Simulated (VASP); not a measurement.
# HgF3 (Fm-3m) in VASP: single point with PBE

Aim: the single point of HgF3 with PBE.

Program: VASP 6.6.1. These are calculated values, not measurements. Logs are shortened: lines on timing, memory, paths and dates and some standing lists are left out, and cuts for length are marked.

### Step 1. The cell of the first run

The structure is cubic, space group Fm-3m (No. 225). Conventional cell: a = 5.726 Å, b = 5.726 Å, c = 5.726 Å, α = 90.00°, β = 90.00°, γ = 90.00°. Within 3.3 Å of Hg (site symmetry m-3m) lie 14 F at 2.48 to 2.86 Å. Within 3.3 Å of F (site symmetry -43m) lie 4 Hg at 2.48 Å and 10 F at 2.48 to 2.86 Å. Within 3.3 Å of F (site symmetry m-3m) lie 8 F at 2.48 Å and 6 Hg at 2.86 Å.

### Step 2. Single point, PBE

The input, INCAR:

```
SYSTEM = HgF3
PREC = Accurate
ENCUT = 520
EDIFF = 1E-7
ISMEAR = -1
SIGMA = 0.15
LREAL = .FALSE.
LASPH = .TRUE.
NELM = 60
ALGO = Normal
ISIF = 2
LWAVE = .FALSE.
LCHARG = .FALSE.
GGA = PE
NBANDS = 24
```

The input, KPOINTS:

```
Automatic mesh
0
G
  7 7 7
  0 0 0
```

The input, POSCAR:

```
HgF3
1.0
    0.0000000000      2.8631710000      2.8631710000
    2.8631710000      0.0000000000      2.8631710000
    2.8631710000      2.8631710000      0.0000000000
Hg F
1 3
Direct
    0.0000000000      0.0000000000      0.0000000000
    0.2500000000      0.2500000000      0.2500000000
    0.7500000000      0.7500000000      0.7500000000
    0.5000000000      0.5000000000      0.5000000000
```

Potentials or basis: VASP PAW PBE potentials, release 64 (Hg, F).

Started as:

```bash
$ cat potpaw_PBE.64/Hg/POTCAR potpaw_PBE.64/F/POTCAR > POTCAR
$ mpirun -np 1 vasp_std > vasp.out
```

OUTCAR:

```text
SYSTEM = HgF3
   PREC = Accurate
   ENCUT = 520
   EDIFF = 1E-7
   ISMEAR = -1
   LREAL = .FALSE.
   LASPH = .TRUE.
   NELM = 60
   ISIF = 2
   GGA = PE

 ion  position               nearest neighbor table
   1  0.000  0.000  0.000-   2 2.48   3 2.48   3 2.48   3 2.48   3 2.48   2 2.48   2 2.48   2 2.48
                             4 2.86   4 2.86   4 2.86   4 2.86   4 2.86   4 2.86
   2  0.250  0.250  0.250-   1 2.48   1 2.48   1 2.48   1 2.48
   3  0.750  0.750  0.750-   1 2.48   1 2.48   1 2.48   1 2.48
   4  0.500  0.500  0.500-   1 2.86   1 2.86   1 2.86   1 2.86   1 2.86   1 2.86

  LATTYP: Found a face centered cubic cell.
 ALAT       =     5.7263420000

  Lattice vectors:

 A1 = (   0.0000000000,   2.8631710000,   2.8631710000)
 A2 = (   2.8631710000,   0.0000000000,   2.8631710000)
 A3 = (   2.8631710000,   2.8631710000,   0.0000000000)

Analysis of symmetry for initial positions (statically):
=====================================================================
 Subroutine PRICEL returns:
 Original cell was already a primitive cell.

 Routine SETGRP: Setting up the symmetry group for a
 face centered cubic supercell.

 Subroutine GETGRP returns: Found 48 space group operations
 (whereof 48 operations were pure point group operations)
 out of a pool of 48 trial point group operations.

The static configuration has the point symmetry O_h .

Analysis of symmetry for dynamics (positions and initial velocities):
=====================================================================
 Subroutine PRICEL returns:
 Original cell was already a primitive cell.

 Routine SETGRP: Setting up the symmetry group for a
 face centered cubic supercell.

 Subroutine GETGRP returns: Found 48 space group operations
 (whereof 48 operations were pure point group operations)
 out of a pool of 48 trial point group operations.

The dynamic configuration has the point symmetry O_h .

 Subroutine INISYM returns: Found 48 space group operations
 (whereof 48 operations are pure point group operations),
 and found     1 'primitive' translations

----------------------------------------------------------------------------------------

                                     Primitive cell

  volume of cell :      46.9431

  direct lattice vectors                    reciprocal lattice vectors
     0.000000000  2.863171000  2.863171000    -0.174631554  0.174631554  0.174631554
     2.863171000  0.000000000  2.863171000     0.174631554 -0.174631554  0.174631554
     2.863171000  2.863171000  0.000000000     0.174631554  0.174631554 -0.174631554

  length of vectors
     4.049135260  4.049135260  4.049135260     0.302470723  0.302470723  0.302470723

  position of ions in fractional coordinates (direct lattice)
     0.000000000  0.000000000  0.000000000
     0.250000000  0.250000000  0.250000000
     0.750000000  0.750000000  0.750000000
     0.500000000  0.500000000  0.500000000

  ion indices of the primitive-cell ions
   primitive index   ion index
                 1           1
                 2           2
                 3           3
                 4           4

----------------------------------------------------------------------------------------

 KPOINTS: Automatic mesh

Automatic generation of k-mesh.
 Grid dimensions read from file:
 generate k-points for:    7    7    7

 Generating k-lattice:

  Cartesian coordinates                     Fractional coordinates (reciprocal lattice)
    -0.024947365  0.024947365  0.024947365     0.142857143  0.000000000  0.000000000
     0.024947365 -0.024947365  0.024947365     0.000000000  0.142857143  0.000000000
     0.024947365  0.024947365 -0.024947365     0.000000000  0.000000000  0.142857143

  Length of vectors
     0.043210103  0.043210103  0.043210103

  Shift w.r.t. Gamma in fractional coordinates (k-lattice)
     0.000000000  0.000000000  0.000000000

 Subroutine IBZKPT returns following result:
 ===========================================

 Found     20 irreducible k-points:

 Following reciprocal coordinates:
            Coordinates               Weight
  0.000000  0.000000  0.000000      1.000000
  0.142857  0.000000  0.000000      8.000000
  0.285714  0.000000  0.000000      8.000000
  0.428571  0.000000  0.000000      8.000000
  0.142857  0.142857  0.000000      6.000000
  0.285714  0.142857  0.000000     24.000000
[... 12 lines left out ...]
 -0.428571  0.428571  0.142857     24.000000
 -0.285714  0.428571  0.142857     24.000000
   k-points           NKPTS =     20   k-points in BZ     NKDIM =     20   number of bands    NBANDS=     24
   number of dos      NEDOS =    301   number of ions     NIONS =      4
   total plane-waves  NPLWV =  27000
   dimension x,y,z NGX =    30 NGY =   30 NGZ =   30
   dimension x,y,z NGXF=    60 NGYF=   60 NGZF=   60
   ions per type =               1   3
   NGX,Y,Z   is equivalent  to a cutoff of  12.32, 12.32, 12.32 a.u.
   NGXF,Y,Z  is equivalent  to a cutoff of  24.63, 24.63, 24.63 a.u.
 SYSTEM =  HgF3
   PREC   = accura    normal or accurate (medium, high low for compatibility)
   ISTART =      0    job   : 0-new  1-cont  2-samecut
   ICHARG =      2    charge: 1-file 2-atom 10-const
   ISPIN  =      1    spin polarized calculation?
   LNONCOLLINEAR =      F non collinear calculations
   LSORBIT =      F    spin-orbit coupling
   LASPH  =      T    aspherical Exc in radial PAW
   ENCUT  =  520.0 eV  38.22 Ry    6.18 a.u.   7.53  7.53  7.53*2*pi/ulx,y,z
   NELM   =     60;   NELMIN=  2; NELMDL= -5     # of ELM steps
   EDIFF  = 0.1E-06   stopping-criterion for ELM
   LREAL  =      F    real-space projection
   EDIFFG = 0.1E-05   stopping-criterion for IOM
   NSW    =      0    number of steps for IOM
   IBRION =     -1    ionic relax: 0-MD 1-quasi-New 2-CG
   NFREE  =      0    steps in history (QN), initial steepest desc. (CG)
   ISIF   =      2    stress and relaxation
   ISYM   =      2    0-nonsym 1-usesym 2-fastsym
   POTIM  = 0.5000    time-step for ionic-motion
   TEBEG  =    0.0;   TEEND  =   0.0 temperature during run
   PSTRESS=    0.0 pullay stress
   NELECT =      33.0000    total number of electrons
   NUPDOWN=      -1.0000    fix difference up-down
   EMIN   =  10.00;   EMAX   =-10.00  energy-range for DOS
   EFERMI =   0.00;   METHOD = LEGACY
   ISMEAR =    -1;   SIGMA  =   0.15  broadening in eV -4-tet -1-fermi 0-gaus
   EFERMI_NEDOS =   21; number of points for ismear=-14 and -15
   IALGO  =     38    algorithm
   IMIX   =      4    mixing-type and parameters
     AMIX     =   0.40;   BMIX     =  1.00
     AMIX_MAG =   1.60;   BMIX_MAG =  1.00
  volume/ion in A,a.u.               =      11.74        79.20
  Fermi-wavevector in a.u.,A,eV,Ry     =   1.455645  2.750771 28.829424  2.118903
  Thomas-Fermi vector in A             =   2.572656
   LORBIT       =      0    0 simple, 1 ext, 2 COOP (PROOUT), +10 PAW based schemes
   GGA     = PE    functional components
   LHFCALC =     F    Hartree Fock is set to
   AEXX    =    0.0000 exact exchange contribution
   IVDW    =     0    specifies the selected vdW correction
   LEPSILON=     F    determine dielectric tensor
   LRPA    =     F    only Hartree local field effects (RPA)
 non-spin polarized calculation
  energy-cutoff  :      520.00
  volume of cell :       46.94
 maximum number of plane-waves:      1279
 NGX is ok and might be reduce to    30
   NGX = 15   NGY = 15   NGZ = 15

 number of electron      33.0000006 magnetization

 Free energy of the ion-electron system (eV)
  ---------------------------------------------------
  ext. energy  EPLUGINS =         0.00000000
  ---------------------------------------------------
  free energy    TOTEN  =        -8.83887967 eV

  energy without entropy =       -8.49683704  energy(sigma->0) =       -8.66785835

 E-fermi :  -0.6219     XC(G=0): -11.1143

 val. band max:       -0.6317184465   @ k =   0.2857   0.1429   0.0000
 cond. band min:      -0.6094267890   @ k =   0.2857   0.2857   0.0000
 fundamental gap:      0.0222916575
 Fermi energy:        -0.6218813603

 k-point     1 :       0.0000    0.0000    0.0000
  band No.  band energies     occupation
      1     -21.9765      2.00000
      2     -20.9109      2.00000
      3     -20.0592      2.00000
      4      -5.6615      2.00000
      5      -5.6615      2.00000
      6      -5.6615      2.00000
[... 16 lines left out ...]
     23      17.7873      0.00000
     24      19.9188      0.00000

 k-point     2 :       0.1429    0.0000    0.0000
  band No.  band energies     occupation
      1     -21.9029      2.00000
      2     -20.9458      2.00000
      3     -20.1036      2.00000
      4      -5.6037      2.00000
      5      -5.6037      2.00000
      6      -5.5118      2.00000
[... 16 lines left out ...]
     23      18.0501      0.00000
     24      19.7302      0.00000

 k-point     3 :       0.2857    0.0000    0.0000
  band No.  band energies     occupation
      1     -21.7066      2.00000
      2     -21.0418      2.00000
      3     -20.2115      2.00000
      4      -5.5154      2.00000
      5      -5.5154      2.00000
      6      -5.0295      2.00000
[... 16 lines left out ...]
     23      18.5984      0.00000
     24      19.4169      0.00000

 k-point     4 :       0.4286    0.0000    0.0000
  band No.  band energies     occupation
      1     -21.4582      2.00000
      2     -21.1980      2.00000
      3     -20.3085      2.00000
      4      -5.5115      2.00000
      5      -5.5115      2.00000
      6      -4.5785      2.00000
[... 16 lines left out ...]
     23      19.0340      0.00000
     24      19.5213      0.00000

 k-point     5 :       0.1429    0.1429    0.0000
  band No.  band energies     occupation
      1     -21.8788      2.00000
      2     -20.9551      2.00000
      3     -20.1195      2.00000
      4      -5.6030      2.00000
      5      -5.6030      2.00000
      6      -5.4111      2.00000
[... 16 lines left out ...]
     23      18.0136      0.00000
     24      19.2253      0.00000

 k-point     6 :       0.2857    0.1429    0.0000
  band No.  band energies     occupation
      1     -21.7255      2.00000
      2     -21.0221      2.00000
      3     -20.2121      2.00000
      4      -5.5117      2.00000
      5      -5.4433      2.00000
      6      -5.0776      2.00000
[... 16 lines left out ...]
     23      18.2627      0.00000
     24      18.8918      0.00000
[... 271 lines left out ...]
 k-point    17 :       0.4286    0.2857    0.1429
  band No.  band energies     occupation
      1     -21.5598      2.00000
      2     -21.0878      2.00000
      3     -20.3173      2.00000
      4      -5.3702      2.00000
      5      -5.2439      2.00000
      6      -4.9500      2.00000
[... 16 lines left out ...]
     23      18.5981      0.00000
     24      18.7096      0.00000

 k-point    18 :      -0.4286    0.2857    0.1429
  band No.  band energies     occupation
      1     -21.3597      2.00000
      2     -21.1882      2.00000
      3     -20.4196      2.00000
      4      -5.3508      2.00000
      5      -5.0967      2.00000
      6      -4.9762      2.00000
[... 16 lines left out ...]
     23      18.7380      0.00000
     24      19.2562      0.00000

 k-point    19 :      -0.4286    0.4286    0.1429
  band No.  band energies     occupation
      1     -21.3207      2.00000
      2     -21.1592      2.00000
      3     -20.4888      2.00000
      4      -5.3897      2.00000
      5      -4.8849      2.00000
      6      -4.8423      2.00000
[... 16 lines left out ...]
     23      17.8358      0.00000
     24      18.8313      0.00000

 k-point    20 :      -0.2857    0.4286    0.1429
  band No.  band energies     occupation
      1     -21.2336      2.00000
      2     -21.2319      2.00000
      3     -20.5035      2.00000
      4      -5.4892      2.00000
      5      -4.8083      2.00000
      6      -4.7708      2.00000
[... 16 lines left out ...]
     23      18.6739      0.00000
     24      18.7832      0.00000

------------------------ aborting loop because EDIFF is reached ----------------------------------------

  FORCE on cell =-STRESS in cart. coord.  units (eV):
  Direction    XX          YY          ZZ          XY          YZ          ZX
  --------------------------------------------------------------------------------------
  -------------------------------------------------------------------------------------
  Total        0.6424331      0.6424331      0.6424331      0.0000000     -0.0000000      0.0000000
  in kB       21.9263653     21.9263653     21.9263653      0.0000000     -0.0000000      0.0000000
  external PRESSURE =      21.9263653 kB  Pullay stress =       0.0000000 kB

 VOLUME and BASIS-vectors are now :
 -----------------------------------------------------------------------------
  energy-cutoff  :      520.00
  volume of cell :       46.94
      direct lattice vectors                 reciprocal lattice vectors
     0.000000000  2.863171000  2.863171000    -0.174631554  0.174631554  0.174631554
     2.863171000  0.000000000  2.863171000     0.174631554 -0.174631554  0.174631554
     2.863171000  2.863171000  0.000000000     0.174631554  0.174631554 -0.174631554

 POSITION                                       TOTAL-FORCE (eV/Angst)
 -----------------------------------------------------------------------------------
      0.00000      0.00000      0.00000        -0.000000     -0.000000     -0.000000
      1.43159      1.43159      1.43159         0.000000      0.000000      0.000000
      4.29476      4.29476      4.29476        -0.000000     -0.000000     -0.000000
      2.86317      2.86317      2.86317        -0.000000     -0.000000     -0.000000
 -----------------------------------------------------------------------------------
    total drift:                                0.000000     -0.000000      0.000000

  FREE ENERGIE OF THE ION-ELECTRON SYSTEM (eV)
  ---------------------------------------------------
  free  energy   TOTEN  =        -8.8388796657 eV

  energy  without entropy=       -8.4968370357  energy(sigma->0) =       -8.66785835
```

Wall time 14 s (1 thread of AMD EPYC 9R45 (Zen 5), shared host); peak memory 0.14 GiB.

What came out:

* Free energy: -8.8389 eV
* Pressure: 2.2 GPa

Levels at points of the mesh, in eV from the Fermi level:
| k point | band 14 | band 15 | band 16 | band 17 | band 18 | band 19 | band 20 | band 21 |
| --- | --- | --- | --- | --- | --- | --- | --- | --- |
| (0.00, 0.00, 0.00) | -0.73 | -0.60 | -0.60 | -0.60 | 1.25 | 12.62 | 12.62 | 12.62 |

Caveat: spin-orbit coupling is left out, which moves the levels of the heavy elements; an odd number of electrons without spin polarisation forces a metal; a magnetic or distorted state may lie lower.
